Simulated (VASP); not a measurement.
# OsAu (P4/mmm) in VASP: notebook, part 2 of 2

VASP 6.6.1. Earlier steps stand in the parts before.

## Step 3: Single point, PBE

This run uses another cell than the first one: it holds 2 atoms, not 4.

INCAR

```
SYSTEM = OsAu
PREC = Accurate
ENCUT = 520
EDIFF = 1E-6
ISMEAR = 0
SIGMA = 0.1
LREAL = .FALSE.
LASPH = .TRUE.
NELM = 80
ALGO = Fast
ISIF = 2
LWAVE = .FALSE.
LCHARG = .FALSE.
GGA = PE
NBANDS = 16
```

KPOINTS

```
Automatic mesh
0
G
  20 20 14
  0 0 0
```

POSCAR

```
OsAu
1.0
    2.8092060597      0.0000000000      0.0000000000
    0.0000000000      2.8092060597      0.0000000000
    0.0000000000      0.0000000000      4.0172741936
Os Au
1 1
Direct
    0.0000000000      0.0000000000      0.0000000000
    0.5000000000      0.5000000000      0.5000000000
```

Potentials or basis: VASP PAW PBE potentials, release 64 (Os, Au).

Started as:

```sh
> cat potpaw_PBE.64/Os/POTCAR potpaw_PBE.64/Au/POTCAR > POTCAR
> mpirun -np 1 vasp_std > vasp.out
```

OUTCAR:

```text
SYSTEM = OsAu
   PREC = Accurate
   ENCUT = 520
   EDIFF = 1E-6
   ISMEAR = 0
   LREAL = .FALSE.
   LASPH = .TRUE.
   NELM = 80
   ISIF = 2
   GGA = PE

 ion  position               nearest neighbor table
   1  0.000  0.000  0.000-   2 2.82   2 2.82   2 2.82   2 2.82   2 2.82   2 2.82   2 2.82   2 2.82

   2  0.500  0.500  0.500-   1 2.82   1 2.82   1 2.82   1 2.82   1 2.82   1 2.82   1 2.82   1 2.82

  LATTYP: Found a simple tetragonal cell.
 ALAT       =     2.8092060597
 C/A-ratio  =     1.4300389890

  Lattice vectors:

 A1 = (   2.8092060597,   0.0000000000,   0.0000000000)
 A2 = (   0.0000000000,   2.8092060597,   0.0000000000)
 A3 = (   0.0000000000,   0.0000000000,   4.0172741936)

Analysis of symmetry for initial positions (statically):
=====================================================================
 Subroutine PRICEL returns:
 Original cell was already a primitive cell.

 Routine SETGRP: Setting up the symmetry group for a
 simple tetragonal supercell.

 Subroutine GETGRP returns: Found 16 space group operations
 (whereof 16 operations were pure point group operations)
 out of a pool of 16 trial point group operations.

The static configuration has the point symmetry D_4h.

Analysis of symmetry for dynamics (positions and initial velocities):
=====================================================================
 Subroutine PRICEL returns:
 Original cell was already a primitive cell.

 Routine SETGRP: Setting up the symmetry group for a
 simple tetragonal supercell.

 Subroutine GETGRP returns: Found 16 space group operations
 (whereof 16 operations were pure point group operations)
 out of a pool of 16 trial point group operations.

The dynamic configuration has the point symmetry D_4h.

 Subroutine INISYM returns: Found 16 space group operations
 (whereof 16 operations are pure point group operations),
 and found     1 'primitive' translations

----------------------------------------------------------------------------------------

                                     Primitive cell

  volume of cell :      31.7029

  direct lattice vectors                    reciprocal lattice vectors
     2.809206060  0.000000000  0.000000000     0.355972463  0.000000000  0.000000000
     0.000000000  2.809206060  0.000000000     0.000000000  0.355972463  0.000000000
     0.000000000  0.000000000  4.017274194     0.000000000  0.000000000  0.248925005

  length of vectors
     2.809206060  2.809206060  4.017274194     0.355972463  0.355972463  0.248925005

  position of ions in fractional coordinates (direct lattice)
     0.000000000  0.000000000  0.000000000
     0.500000000  0.500000000  0.500000000

  ion indices of the primitive-cell ions
   primitive index   ion index
                 1           1
                 2           2

----------------------------------------------------------------------------------------

 KPOINTS: Automatic mesh

Automatic generation of k-mesh.
 Grid dimensions read from file:
 generate k-points for:   20   20   14

 Generating k-lattice:

  Cartesian coordinates                     Fractional coordinates (reciprocal lattice)
     0.017798623  0.000000000  0.000000000     0.050000000  0.000000000  0.000000000
     0.000000000  0.017798623  0.000000000     0.000000000  0.050000000  0.000000000
     0.000000000  0.000000000  0.017780358     0.000000000  0.000000000  0.071428571

  Length of vectors
     0.017798623  0.017798623  0.017780358

  Shift w.r.t. Gamma in fractional coordinates (k-lattice)
     0.000000000  0.000000000  0.000000000

 Subroutine IBZKPT returns following result:
 ===========================================

 Found    528 irreducible k-points:

 Following reciprocal coordinates:
            Coordinates               Weight
  0.000000  0.000000  0.000000      1.000000
  0.050000  0.000000  0.000000      4.000000
  0.100000  0.000000  0.000000      4.000000
  0.150000  0.000000  0.000000      4.000000
  0.200000  0.000000  0.000000      4.000000
  0.250000  0.000000  0.000000      4.000000
[... 16 lines left out ...]
  0.150000  0.100000  0.000000      8.000000
  0.200000  0.100000  0.000000      8.000000
 [... further k-points ...]
   k-points           NKPTS =    528   k-points in BZ     NKDIM =    528   number of bands    NBANDS=     16
   number of dos      NEDOS =    301   number of ions     NIONS =      2
   total plane-waves  NPLWV =  17280
   dimension x,y,z NGX =    24 NGY =   24 NGZ =   30
   dimension x,y,z NGXF=    48 NGYF=   48 NGZF=   60
   ions per type =               1   1
   NGX,Y,Z   is equivalent  to a cutoff of  14.20, 14.20, 12.41 a.u.
   NGXF,Y,Z  is equivalent  to a cutoff of  28.41, 28.41, 24.83 a.u.
 SYSTEM =  OsAu
   PREC   = accura    normal or accurate (medium, high low for compatibility)
   ISTART =      0    job   : 0-new  1-cont  2-samecut
   ICHARG =      2    charge: 1-file 2-atom 10-const
   ISPIN  =      1    spin polarized calculation?
   LNONCOLLINEAR =      F non collinear calculations
   LSORBIT =      F    spin-orbit coupling
   LASPH  =      T    aspherical Exc in radial PAW
   ENCUT  =  520.0 eV  38.22 Ry    6.18 a.u.   5.22  5.22  7.47*2*pi/ulx,y,z
   NELM   =     80;   NELMIN=  2; NELMDL= -5     # of ELM steps
   EDIFF  = 0.1E-05   stopping-criterion for ELM
   LREAL  =      F    real-space projection
   EDIFFG = 0.1E-04   stopping-criterion for IOM
   NSW    =      0    number of steps for IOM
   IBRION =     -1    ionic relax: 0-MD 1-quasi-New 2-CG
   NFREE  =      0    steps in history (QN), initial steepest desc. (CG)
   ISIF   =      2    stress and relaxation
   ISYM   =      2    0-nonsym 1-usesym 2-fastsym
   POTIM  = 0.5000    time-step for ionic-motion
   TEBEG  =    0.0;   TEEND  =   0.0 temperature during run
   PSTRESS=    0.0 pullay stress
   NELECT =      19.0000    total number of electrons
   NUPDOWN=      -1.0000    fix difference up-down
   EMIN   =  10.00;   EMAX   =-10.00  energy-range for DOS
   EFERMI =   0.00;   METHOD = LEGACY
   ISMEAR =     0;   SIGMA  =   0.10  broadening in eV -4-tet -1-fermi 0-gaus
   EFERMI_NEDOS =   21; number of points for ismear=-14 and -15
   IALGO  =     68    algorithm
   IMIX   =      4    mixing-type and parameters
     AMIX     =   0.40;   BMIX     =  1.00
     AMIX_MAG =   1.60;   BMIX_MAG =  1.00
  volume/ion in A,a.u.               =      15.85       106.97
  Fermi-wavevector in a.u.,A,eV,Ry     =   1.380257  2.608307 25.920569  1.905108
  Thomas-Fermi vector in A             =   2.505150
   LORBIT       =      0    0 simple, 1 ext, 2 COOP (PROOUT), +10 PAW based schemes
   GGA     = PE    functional components
   LHFCALC =     F    Hartree Fock is set to
   AEXX    =    0.0000 exact exchange contribution
   IVDW    =     0    specifies the selected vdW correction
   LEPSILON=     F    determine dielectric tensor
   LRPA    =     F    only Hartree local field effects (RPA)
 non-spin polarized calculation
 RMM-DIIS sequential band-by-band and
 Gauss-broadening in eV      SIGMA  =   0.10
  energy-cutoff  :      520.00
  volume of cell :       31.70
 maximum number of plane-waves:       888
 NGX is ok and might be reduce to    24

 number of electron      19.0000000 magnetization

 Free energy of the ion-electron system (eV)
  ---------------------------------------------------
  ext. energy  EPLUGINS =         0.00000000
  ---------------------------------------------------
  free energy    TOTEN  =       -12.84171434 eV

  energy without entropy =      -12.82974923  energy(sigma->0) =      -12.83573179

 E-fermi :   9.3138     XC(G=0): -13.2602

 val. band max:        9.3137818700   @ k =   0.4000   0.3500   0.0714
 cond. band min:       9.3158714954   @ k =   0.2500   0.2000   0.2857
 fundamental gap:      0.0020896254
 Fermi energy:         9.3138321121

 k-point     1 :       0.0000    0.0000    0.0000
  band No.  band energies     occupation
      1      -1.0914      2.00000
      2       1.8231      2.00000
      3       2.1062      2.00000
      4       4.6134      2.00000
      5       4.6134      2.00000
      6       5.6895      2.00000
[... 8 lines left out ...]
     15      20.0525      0.00000
     16      23.4605      0.00000
[... 419 lines left out ...]
 k-point    24 :       0.2000    0.1000    0.0000
  band No.  band energies     occupation
      1       0.1477      2.00000
      2       2.4973      2.00000
      3       2.9239      2.00000
      4       3.9908      2.00000
      5       4.7035      2.00000
      6       5.4119      2.00000
[... 8 lines left out ...]
     15      21.3800      0.00000
     16      25.3141      0.00000

 [... further k-points ...]
[... 5 lines left out ...]
  --------------------------------------------------------------------------------------
  -------------------------------------------------------------------------------------
  Total       -0.0761820     -0.0761820     -0.0570156      0.0000000      0.0000000     -0.0000000
  in kB       -3.8500314     -3.8500314     -2.8814154      0.0000000      0.0000000     -0.0000000
  external PRESSURE =      -3.5271594 kB  Pullay stress =       0.0000000 kB

 VOLUME and BASIS-vectors are now :
 -----------------------------------------------------------------------------
  energy-cutoff  :      520.00
  volume of cell :       31.70
      direct lattice vectors                 reciprocal lattice vectors
     2.809206060  0.000000000  0.000000000     0.355972463  0.000000000  0.000000000
     0.000000000  2.809206060  0.000000000     0.000000000  0.355972463  0.000000000
     0.000000000  0.000000000  4.017274194     0.000000000  0.000000000  0.248925005

 POSITION                                       TOTAL-FORCE (eV/Angst)
 -----------------------------------------------------------------------------------
      0.00000      0.00000      0.00000         0.000000      0.000000      0.000000
      1.40460      1.40460      2.00864         0.000000      0.000000      0.000000
 -----------------------------------------------------------------------------------
    total drift:                                0.000000      0.000000     -0.000000

  FREE ENERGIE OF THE ION-ELECTRON SYSTEM (eV)
  ---------------------------------------------------
  free  energy   TOTEN  =       -12.8417143445 eV

  energy  without entropy=      -12.8297492347  energy(sigma->0) =      -12.83573179
```

stdout:

```text
POSCAR found type information on POSCAR OsAu
 POSCAR found :  2 types and       2 ions
 scaLAPACK will be used
 LDA part: xc-table for (Slater+PW92), standard interpolation
 POSCAR, INCAR and KPOINTS ok, starting setup
 FFT: planning ... GRIDC
 FFT: planning ... GRID_SOFT
 FFT: planning ... GRID
 WAVECAR not read
 entering main loop
```

Wall time 1.8 min (1 thread of Intel Xeon Platinum 8488C (Sapphire Rapids), shared host); peak memory 0.4 GiB.

Results:

| Property | Result |
| --- | --- |
| Free energy | -12.8417 eV |
| Pressure | -0.4 GPa |
| Band gap on the k mesh | zero (an odd number of electrons rules out a gap without spin polarisation) |

Stress tensor (GPa, compression positive):
```
-0.39  0.00  0.00
 0.00 -0.39  0.00
 0.00  0.00 -0.29
```

Caveat: spin-orbit coupling is left out, which moves the levels of the heavy elements.

## Step 4: Relaxation of cell and atoms, PBE

This run uses another cell than the first one: it holds 2 atoms, not 4.

INCAR

```
SYSTEM = OsAu
ALGO = Fast
EDIFF = 1E-7
EDIFFG = -0.01
ENCUT = 600
GGA = PE
IBRION = 2
ISIF = 3
ISMEAR = 0
LASPH = .TRUE.
LCHARG = .FALSE.
LREAL = .FALSE.
LWAVE = .FALSE.
NELM = 80
NSW = 100
PREC = Accurate
SIGMA = 0.1
```

KPOINTS

```
k-points
0
G
  20 20 14
  0 0 0
```

POSCAR

```
OsAu
1.0
    2.8123227263      0.0000000000      0.0000000000
    0.0000000000      2.8123227263      0.0000000000
    0.0000000000      0.0000000000      4.0040124193
Os Au
1 1
Direct
    0.0000000000      0.0000000000      0.0000000000
    0.5000000000      0.5000000000      0.5000000000
```

Started as:

```sh
> cat potpaw_PBE.64/Os/POTCAR potpaw_PBE.64/Au/POTCAR > POTCAR
> mpirun -np 1 vasp_std > vasp.out
```

Run time: 3.9 min. Hardware: 1 thread of Intel Xeon Platinum 8488C (Sapphire Rapids), shared host; peak memory 0.43 GiB.

It converged, with:

- Free energy: -12.8427 eV
- Energy gained by relaxing: 0.1 meV/atom
- Ionic steps: 4
- Pressure after relaxing: 0.0 GPa
- Band gap on the k mesh: zero (an odd number of electrons rules out a gap without spin polarisation)

Stress tensor (GPa, compression positive):
```
-0.02  0.00  0.00
 0.00 -0.02  0.00
 0.00  0.00  0.06
```

Step by step:
| step | energy change (eV) | largest force (eV/Å) | pressure (GPa) | volume (Å³) |
| --- | --- | --- | --- | --- |
| 1 | 0.0000 | 0.0000 | -0.03 | 31.67 |
| 2 | -0.0001 | 0.0000 | 0.09 | 31.65 |
| 3 | -0.0001 | 0.0000 | 0.20 | 31.64 |
| 4 | -0.0001 | 0.0000 | 0.00 | 31.67 |

Final structure:
```
Os Au
1.0
     2.80828    0.00000    0.00000
     0.00000    2.80828    0.00000
     0.00000    0.00000    4.01567
Os Au
1 1
Direct
  0.00000 0.00000 0.00000
  0.50000 0.50000 0.50000
```

Levels at points of the mesh, in eV from the Fermi level:
| k point | band 7 | band 8 | band 9 | band 10 | band 11 | band 12 |
| --- | --- | --- | --- | --- | --- | --- |
| (0.00, 0.00, 0.00) | -3.27 | -1.91 | 0.87 | 0.87 | 1.11 | 1.18 |
| (0.50, 0.00, 0.00) | -3.88 | -3.40 | -1.17 | -0.33 | -0.08 | 3.61 |
| (0.50, 0.50, 0.00) | 0.33 | 0.33 | 0.77 | 1.31 | 1.31 | 2.66 |
| (0.00, 0.00, 0.50) | -4.14 | -3.17 | -2.03 | -0.66 | -0.66 | 0.99 |
| (0.50, 0.00, 0.50) | -1.60 | -1.14 | -0.69 | 0.02 | 0.78 | 0.98 |
| (0.50, 0.50, 0.50) | -3.83 | -2.01 | -0.65 | 2.67 | 4.89 | 7.59 |

Caveat: spin-orbit coupling is left out, which moves the levels of the heavy elements.

## Step 5: Overview

```csv
task,cell,k mesh,cutoff (eV),gap on the mesh (eV),pressure (GPa)
single point,"a = 3.977, b = 3.977, c = 4.004 Å, 4 atoms, atomic positions A",6 × 6 × 4,520,none,-0.1
single point,"a = 2.809, b = 2.809, c = 4.017 Å, 2 atoms, atomic positions B",20 × 20 × 14,520,none,-0.4
relaxation of cell and atoms,"relaxed from a = 2.812, b = 2.812, c = 4.004 Å, 2 atoms, atomic positions B",20 × 20 × 14,600,none,0.0
```

Alike in all rows: level PBE; potentials or basis VASP PAW PBE potentials, release 64 (Os, Au); no spin polarisation; smearing gaussian 0.1 eV.

Caveats: some runs use coarse meshes; spin-orbit coupling is left out, which moves the levels of the heavy elements.

Absolute energies hang on the potentials; compare differences alone.
